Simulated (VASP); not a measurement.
# MoRu3W (Pm-3m) in VASP: further runs

MoRu3W is run at these levels: PBE; tasks: single point, relaxation of cell and atoms.

Program: VASP 6.6.1. These are calculated values, not measurements. Logs are shortened: lines on timing, memory, paths and dates and some standing lists are left out, and cuts for length are marked.

## Step 1: The cell of the first run

Symmetry: Pm-3m, No. 221, cubic system. The conventional cell has a = 4.291 Å, b = 4.291 Å, c = 4.291 Å, α = 90.00°, β = 90.00°, γ = 90.00°. Within 2.8 Å of Mo (site symmetry m-3m) lie 6 Ru at 2.15 Å. Ru (site symmetry 4/mmm) has 2 Mo at 2.15 Å within 2.8 Å. W (site symmetry m-3m) has 12 Ru at 3.03 Å and 8 Mo at 3.72 Å within 4.0 Å.

## Step 2: Single point, PBE

INCAR reads:

```
SYSTEM = MoRu3W
PREC = Accurate ; ENCUT = 520
EDIFF = 1E-6 ; ISMEAR = 0
SIGMA = 0.1 ; LREAL = .False.
LASPH = .True. ; NELM = 60
ALGO = Fast ; ISIF = 2
LWAVE = .False. ; LCHARG = .False.
GGA = PE ; NBANDS = 43
```

KPOINTS reads:

```
regular mesh
0
Gamma
  4 4 4
  0 0 0
```

POSCAR reads:

```
MoRu3W
1.0
    4.2914532000      0.0000000000      0.0000000000
    0.0000000000      4.2914532000      0.0000000000
    0.0000000000      0.0000000000      4.2914532000
Mo Ru W
1 3 1
Direct
    0.5000000000      0.5000000000      0.5000000000
    0.0000000000      0.5000000000      0.5000000000
    0.5000000000      0.0000000000      0.5000000000
    0.5000000000      0.5000000000      0.0000000000
    0.0000000000      0.0000000000      0.0000000000
```

Potentials or basis: VASP PAW PBE potentials, release 64 (Mo_sv, Ru_pv, W_sv).

Run with:

```sh
cat potpaw_PBE.64/Mo_sv/POTCAR potpaw_PBE.64/Ru_pv/POTCAR potpaw_PBE.64/W_sv/POTCAR > POTCAR
mpirun -np 1 vasp_std > vasp.out
```

OUTCAR:

```text
SYSTEM = MoRu3W
   PREC = Accurate
   ENCUT = 520
   EDIFF = 1E-6
   ISMEAR = 0
   LREAL = .False.
   LASPH = .True.
   NELM = 60
   ISIF = 2
   GGA = PE

 ion  position               nearest neighbor table
   1  0.500  0.500  0.500-   2 2.15   3 2.15   4 2.15   4 2.15   3 2.15   2 2.15
   2  0.000  0.500  0.500-   1 2.15   1 2.15   4 3.03   5 3.03   4 3.03   5 3.03   3 3.03   5 3.03
                             5 3.03   3 3.03   3 3.03   4 3.03   4 3.03   3 3.03
   3  0.500  0.000  0.500-   1 2.15   1 2.15   4 3.03   5 3.03   4 3.03   5 3.03   2 3.03   2 3.03
                             4 3.03   4 3.03   2 3.03   5 3.03   5 3.03   2 3.03
   4  0.500  0.500  0.000-   1 2.15   1 2.15   3 3.03   5 3.03   2 3.03   2 3.03   3 3.03   3 3.03
                             5 3.03   3 3.03   2 3.03   5 3.03   2 3.03   5 3.03
   5  0.000  0.000  0.000-   2 3.03   3 3.03   4 3.03   2 3.03   3 3.03   2 3.03   4 3.03   2 3.03
                             3 3.03   4 3.03   3 3.03   4 3.03

  LATTYP: Found a simple cubic cell.
 ALAT       =     4.2914532000

  Lattice vectors:

 A1 = (   4.2914532000,   0.0000000000,   0.0000000000)
 A2 = (   0.0000000000,   4.2914532000,   0.0000000000)
 A3 = (   0.0000000000,   0.0000000000,   4.2914532000)

Analysis of symmetry for initial positions (statically):
=====================================================================
 Subroutine PRICEL returns:
 Original cell was already a primitive cell.

 Routine SETGRP: Setting up the symmetry group for a
 simple cubic supercell.

 Subroutine GETGRP returns: Found 48 space group operations
 (whereof 48 operations were pure point group operations)
 out of a pool of 48 trial point group operations.

The static configuration has the point symmetry O_h .

Analysis of symmetry for dynamics (positions and initial velocities):
=====================================================================
 Subroutine PRICEL returns:
 Original cell was already a primitive cell.

 Routine SETGRP: Setting up the symmetry group for a
 simple cubic supercell.

 Subroutine GETGRP returns: Found 48 space group operations
 (whereof 48 operations were pure point group operations)
 out of a pool of 48 trial point group operations.

The dynamic configuration has the point symmetry O_h .

 Subroutine INISYM returns: Found 48 space group operations
 (whereof 48 operations are pure point group operations),
 and found     1 'primitive' translations

----------------------------------------------------------------------------------------

                                     Primitive cell

  volume of cell :      79.0339

  direct lattice vectors                    reciprocal lattice vectors
     4.291453200  0.000000000  0.000000000     0.233021299  0.000000000  0.000000000
     0.000000000  4.291453200  0.000000000     0.000000000  0.233021299  0.000000000
     0.000000000  0.000000000  4.291453200     0.000000000  0.000000000  0.233021299

  length of vectors
     4.291453200  4.291453200  4.291453200     0.233021299  0.233021299  0.233021299

  position of ions in fractional coordinates (direct lattice)
     0.500000000  0.500000000  0.500000000
     0.000000000  0.500000000  0.500000000
     0.500000000  0.000000000  0.500000000
     0.500000000  0.500000000  0.000000000
     0.000000000  0.000000000  0.000000000

  ion indices of the primitive-cell ions
   primitive index   ion index
                 1           1
                 2           2
                 3           3
                 4           4
                 5           5

----------------------------------------------------------------------------------------

 KPOINTS: regular mesh

Automatic generation of k-mesh.
 Grid dimensions read from file:
 generate k-points for:    4    4    4

 Generating k-lattice:

  Cartesian coordinates                     Fractional coordinates (reciprocal lattice)
     0.058255325  0.000000000  0.000000000     0.250000000  0.000000000  0.000000000
     0.000000000  0.058255325  0.000000000     0.000000000  0.250000000  0.000000000
     0.000000000  0.000000000  0.058255325     0.000000000  0.000000000  0.250000000

  Length of vectors
     0.058255325  0.058255325  0.058255325

  Shift w.r.t. Gamma in fractional coordinates (k-lattice)
     0.000000000  0.000000000  0.000000000

 Subroutine IBZKPT returns following result:
 ===========================================

 Found     10 irreducible k-points:

 Following reciprocal coordinates:
            Coordinates               Weight
  0.000000  0.000000  0.000000      1.000000
  0.250000  0.000000  0.000000      6.000000
  0.500000  0.000000  0.000000      3.000000
  0.250000  0.250000  0.000000     12.000000
  0.500000  0.250000  0.000000     12.000000
  0.500000  0.500000  0.000000      3.000000
  0.250000  0.250000  0.250000      8.000000
  0.500000  0.250000  0.250000     12.000000
  0.500000  0.500000  0.250000      6.000000
  0.500000  0.500000  0.500000      1.000000
   k-points           NKPTS =     10   k-points in BZ     NKDIM =     10   number of bands    NBANDS=     43
   number of dos      NEDOS =    301   number of ions     NIONS =      5
   total plane-waves  NPLWV =  32768
   dimension x,y,z NGX =    32 NGY =   32 NGZ =   32
   dimension x,y,z NGXF=    64 NGYF=   64 NGZF=   64
   ions per type =               1   3   1
   NGX,Y,Z   is equivalent  to a cutoff of  12.40, 12.40, 12.40 a.u.
   NGXF,Y,Z  is equivalent  to a cutoff of  24.79, 24.79, 24.79 a.u.
 SYSTEM =  MoRu3W
   PREC   = accura    normal or accurate (medium, high low for compatibility)
   ISTART =      0    job   : 0-new  1-cont  2-samecut
   ICHARG =      2    charge: 1-file 2-atom 10-const
   ISPIN  =      1    spin polarized calculation?
   LNONCOLLINEAR =      F non collinear calculations
   LSORBIT =      F    spin-orbit coupling
   LASPH  =      T    aspherical Exc in radial PAW
   ENCUT  =  520.0 eV  38.22 Ry    6.18 a.u.   7.98  7.98  7.98*2*pi/ulx,y,z
   NELM   =     60;   NELMIN=  2; NELMDL= -5     # of ELM steps
   EDIFF  = 0.1E-05   stopping-criterion for ELM
   LREAL  =      F    real-space projection
   EDIFFG = 0.1E-04   stopping-criterion for IOM
   NSW    =      0    number of steps for IOM
   IBRION =     -1    ionic relax: 0-MD 1-quasi-New 2-CG
   NFREE  =      0    steps in history (QN), initial steepest desc. (CG)
   ISIF   =      2    stress and relaxation
   ISYM   =      2    0-nonsym 1-usesym 2-fastsym
   POTIM  = 0.5000    time-step for ionic-motion
   TEBEG  =    0.0;   TEEND  =   0.0 temperature during run
   PSTRESS=    0.0 pullay stress
   NELECT =      70.0000    total number of electrons
   NUPDOWN=      -1.0000    fix difference up-down
   EMIN   =  10.00;   EMAX   =-10.00  energy-range for DOS
   EFERMI =   0.00;   METHOD = LEGACY
   ISMEAR =     0;   SIGMA  =   0.10  broadening in eV -4-tet -1-fermi 0-gaus
   EFERMI_NEDOS =   21; number of points for ismear=-14 and -15
   IALGO  =     68    algorithm
   IMIX   =      4    mixing-type and parameters
     AMIX     =   0.40;   BMIX     =  1.00
     AMIX_MAG =   1.60;   BMIX_MAG =  1.00
  volume/ion in A,a.u.               =      15.81       106.67
  Fermi-wavevector in a.u.,A,eV,Ry     =   1.572183  2.970995 33.630333  2.471760
  Thomas-Fermi vector in A             =   2.673656
   LORBIT       =      0    0 simple, 1 ext, 2 COOP (PROOUT), +10 PAW based schemes
   GGA     = PE    functional components
   LHFCALC =     F    Hartree Fock is set to
   AEXX    =    0.0000 exact exchange contribution
   IVDW    =     0    specifies the selected vdW correction
   LEPSILON=     F    determine dielectric tensor
   LRPA    =     F    only Hartree local field effects (RPA)
 non-spin polarized calculation
 RMM-DIIS sequential band-by-band and
 Gauss-broadening in eV      SIGMA  =   0.10
  energy-cutoff  :      520.00
  volume of cell :       79.03
 maximum number of plane-waves:      2176
 NGX is ok and might be reduce to    32
   NGX = 15   NGY = 15   NGZ = 15

 number of electron      70.0000028 magnetization

 Free energy of the ion-electron system (eV)
  ---------------------------------------------------
  ext. energy  EPLUGINS =         0.00000000
  ---------------------------------------------------
  free energy    TOTEN  =       -39.99153669 eV

  energy without entropy =      -39.93424101  energy(sigma->0) =      -39.96288885

 E-fermi :  11.2671     XC(G=0): -13.0785

 val. band max:       11.2421469451   @ k =   0.5000   0.5000   0.0000
 cond. band min:      11.2870578095   @ k =   0.2500   0.2500   0.2500
 fundamental gap:      0.0449108643
 Fermi energy:        11.2671141843

 k-point     1 :       0.0000    0.0000    0.0000
  band No.  band energies     occupation
      1     -63.5625      2.00000
      2     -50.5808      2.00000
      3     -32.8027      2.00000
      4     -32.8027      2.00000
      5     -32.8027      2.00000
      6     -31.4056      2.00000
[... 35 lines left out ...]
     42      15.8799      0.00000
     43      15.8964      0.00000

 k-point     2 :       0.2500    0.0000    0.0000
  band No.  band energies     occupation
      1     -63.5625      2.00000
      2     -50.6008      2.00000
      3     -32.7955      2.00000
      4     -32.7955      2.00000
      5     -32.5146      2.00000
      6     -31.4184      2.00000
[... 35 lines left out ...]
     42      15.2120      0.00000
     43      15.8103      0.00000

 k-point     3 :       0.5000    0.0000    0.0000
  band No.  band energies     occupation
      1     -63.5624      2.00000
      2     -50.6207      2.00000
      3     -32.7883      2.00000
      4     -32.7883      2.00000
      5     -32.1845      2.00000
      6     -31.4454      2.00000
[... 275 lines left out ...]
      6     -31.5058      2.00000
[... 35 lines left out ...]
     42      12.4896      0.00000
     43      13.6206      0.00000

 k-point    10 :       0.5000    0.5000    0.5000
  band No.  band energies     occupation
      1     -63.5625      2.00000
      2     -50.7000      2.00000
      3     -32.2206      2.00000
      4     -32.2206      2.00000
      5     -32.1113      2.00000
      6     -31.5087      2.00000
[... 35 lines left out ...]
     42      13.1359      0.00000
     43      13.1365      0.00000

------------------------ aborting loop because EDIFF is reached ----------------------------------------

  FORCE on cell =-STRESS in cart. coord.  units (eV):
  Direction    XX          YY          ZZ          XY          YZ          ZX
  --------------------------------------------------------------------------------------
  -------------------------------------------------------------------------------------
  Total       21.6342460     21.6342460     21.6342460      0.0000000      0.0000000     -0.0000000
  in kB      438.5702859    438.5702859    438.5702859      0.0000000      0.0000000     -0.0000000
  external PRESSURE =     438.5702859 kB  Pullay stress =       0.0000000 kB

 VOLUME and BASIS-vectors are now :
 -----------------------------------------------------------------------------
  energy-cutoff  :      520.00
  volume of cell :       79.03
      direct lattice vectors                 reciprocal lattice vectors
     4.291453200  0.000000000  0.000000000     0.233021299  0.000000000  0.000000000
     0.000000000  4.291453200  0.000000000     0.000000000  0.233021299  0.000000000
     0.000000000  0.000000000  4.291453200     0.000000000  0.000000000  0.233021299

 POSITION                                       TOTAL-FORCE (eV/Angst)
 -----------------------------------------------------------------------------------
      2.14573      2.14573      2.14573         0.000000      0.000000      0.000000
      0.00000      2.14573      2.14573         0.000000      0.000000      0.000000
      2.14573      0.00000      2.14573         0.000000      0.000000      0.000000
      2.14573      2.14573      0.00000         0.000000      0.000000      0.000000
      0.00000      0.00000      0.00000         0.000000      0.000000      0.000000
 -----------------------------------------------------------------------------------
    total drift:                                0.000000     -0.000000     -0.000000

  FREE ENERGIE OF THE ION-ELECTRON SYSTEM (eV)
  ---------------------------------------------------
  free  energy   TOTEN  =       -39.9915366859 eV

  energy  without entropy=      -39.9342410082  energy(sigma->0) =      -39.96288885
```

It took 53 s on 1 thread of Intel Xeon 8259CL, shared host; peak memory 0.19 GiB.

Results:

| Property | Result |
| --- | --- |
| Free energy | -39.9915 eV |
| Pressure | 43.9 GPa |
| Band gap on the k mesh | zero (band 35 reaches 12.17 eV, above the bottom of band 36 at 10.96 eV) |

Levels at points of the mesh, in eV from the Fermi level:
| k point | band 32 | band 33 | band 34 | band 35 | band 36 | band 37 | band 38 | band 39 |
| --- | --- | --- | --- | --- | --- | --- | --- | --- |
| (0.00, 0.00, 0.00) | -0.12 | 0.41 | 0.90 | 0.90 | 1.56 | 1.56 | 1.56 | 2.06 |
| (0.50, 0.00, 0.00) | -1.23 | -0.91 | -0.50 | -0.50 | -0.12 | 0.10 | 0.84 | 1.59 |
| (0.50, 0.50, 0.00) | -1.37 | -1.37 | -0.78 | -0.72 | -0.31 | -0.31 | -0.03 | 0.15 |
| (0.50, 0.50, 0.50) | -1.79 | -0.78 | -0.78 | -0.06 | -0.06 | -0.06 | 0.61 | 0.61 |

Caveat: the k points lie up to 0.37 Å⁻¹ apart; spin-orbit coupling is left out, which moves the levels of the heavy elements.

## Step 3: Single point, PBE

This run uses another cell than the first one, of 18.63 Å³/atom, 1.179 times its volume.

INCAR reads:

```
SYSTEM = MoRu3W
PREC = Accurate
ENCUT = 520
EDIFF = 1E-6
ISMEAR = 0
SIGMA = 0.1
LREAL = .False.
LASPH = .True.
NELM = 60
ALGO = Fast
ISIF = 2
LWAVE = .False.
LCHARG = .True.
GGA = PE
LELF = .True.
LVHAR = .True.
NBANDS = 43
```

KPOINTS is that of step 2.

POSCAR: that of step 2 with these lines changed.

```diff
@@ -2,5 +2,5 @@
 1.0
-    4.2914532000      0.0000000000      0.0000000000
-    0.0000000000      4.2914532000      0.0000000000
-    0.0000000000      0.0000000000      4.2914532000
+    4.5329986921      0.0000000000      0.0000000000
+    0.0000000000      4.5329986921      0.0000000000
+    0.0000000000      0.0000000000      4.5329986921
 Mo Ru W
```

Potentials or basis: VASP PAW PBE potentials, release 64 (Mo_sv, Ru_pv, W_sv).

Run with:

```sh
cat potpaw_PBE.64/Mo_sv/POTCAR potpaw_PBE.64/Ru_pv/POTCAR potpaw_PBE.64/W_sv/POTCAR > POTCAR
mpirun -np 1 vasp_std > vasp.out
```

Wall time 93 s (1 thread of Intel Xeon 8259CL, shared host); peak memory 0.22 GiB.

It converged, with:

```yaml
Free_energy: -41.6926 eV
Pressure: 0.8 GPa
Band_gap_on_the_k_mesh: zero (band 35 reaches 9.50 eV, above the bottom of band 36 at 8.62 eV)
```

Levels at points of the mesh, in eV from the Fermi level:
```
           k point  band 33  band 34  band 35  band 36  band 37  band 38
(0.00, 0.00, 0.00)     0.30     0.68     0.68     1.48     1.48     1.48
(0.50, 0.00, 0.00)    -0.66    -0.35    -0.35    -0.08     0.06     0.65
(0.50, 0.50, 0.00)    -1.35    -0.58    -0.35    -0.20    -0.20    -0.08
(0.50, 0.50, 0.50)    -0.79    -0.79    -0.03    -0.03    -0.03     0.33
```

Caveat: spin-orbit coupling is left out, which moves the levels of the heavy elements.

## Step 4: Single point, PBE

This run uses another cell than the first one, of 18.58 Å³/atom, 1.175 times its volume.

INCAR reads:

```
SYSTEM = MoRu3W
PREC     = Accurate       ! precision mode
ENCUT    = 520            ! plane-wave cutoff, eV
EDIFF    = 1E-6           ! SCF threshold, eV
ISMEAR   = 0              ! smearing method
SIGMA    = 0.1            ! smearing width, eV
LREAL    = .FALSE.        ! projectors in reciprocal space
LASPH    = .TRUE.         ! aspherical terms in the spheres
NELM     = 60             ! most SCF steps
ALGO     = Fast           ! electronic algorithm
ISIF     = 2              ! what is computed and relaxed
LWAVE    = .FALSE.        ! write WAVECAR
LCHARG   = .TRUE.         ! write CHGCAR
GGA      = PE             ! functional
LELF     = .TRUE.         ! ELF
LVHAR    = .TRUE.       
NBANDS   = 43             ! bands
```

KPOINTS reads:

```
regular mesh
0
G
  8 8 8
  0 0 0
```

POSCAR: that of step 3 with these lines changed.

```diff
@@ -2,5 +2,5 @@
 1.0
-    4.5329986921      0.0000000000      0.0000000000
-    0.0000000000      4.5329986921      0.0000000000
-    0.0000000000      0.0000000000      4.5329986921
+    4.5286607307      0.0000000000      0.0000000000
+    0.0000000000      4.5286607307      0.0000000000
+    0.0000000000      0.0000000000      4.5286607307
 Mo Ru W
```

Run with:

```sh
cat potpaw_PBE.64/Mo_sv/POTCAR potpaw_PBE.64/Ru_pv/POTCAR potpaw_PBE.64/W_sv/POTCAR > POTCAR
mpirun -np 1 vasp_std > vasp.out
```

Run time: 5 min. Hardware: 1 thread of Intel Xeon 8259CL, shared host; peak memory 0.29 GiB.

The run converged. Its results:

- Free energy: -41.8061 eV
- Pressure: 0.7 GPa
- Band gap on the k mesh: zero (band 35 reaches 9.57 eV, above the bottom of band 36 at 8.69 eV)

Levels at points of the mesh, in eV from the Fermi level:
| k point | band 33 | band 34 | band 35 | band 36 | band 37 | band 38 | band 39 | band 40 |
| --- | --- | --- | --- | --- | --- | --- | --- | --- |
| (0.00, 0.00, 0.00) | 0.27 | 0.67 | 0.67 | 1.44 | 1.44 | 1.44 | 1.57 | 1.57 |
| (0.50, 0.00, 0.00) | -0.70 | -0.37 | -0.37 | -0.14 | 0.06 | 0.64 | 0.98 | 1.61 |
| (0.50, 0.50, 0.00) | -1.42 | -0.62 | -0.44 | -0.21 | -0.21 | -0.17 | 0.14 | 0.99 |
| (0.50, 0.50, 0.50) | -0.91 | -0.91 | -0.08 | -0.08 | -0.08 | 0.27 | 0.39 | 0.39 |

Caveat: spin-orbit coupling is left out, which moves the levels of the heavy elements.

(Continued in part 2 of 2.)
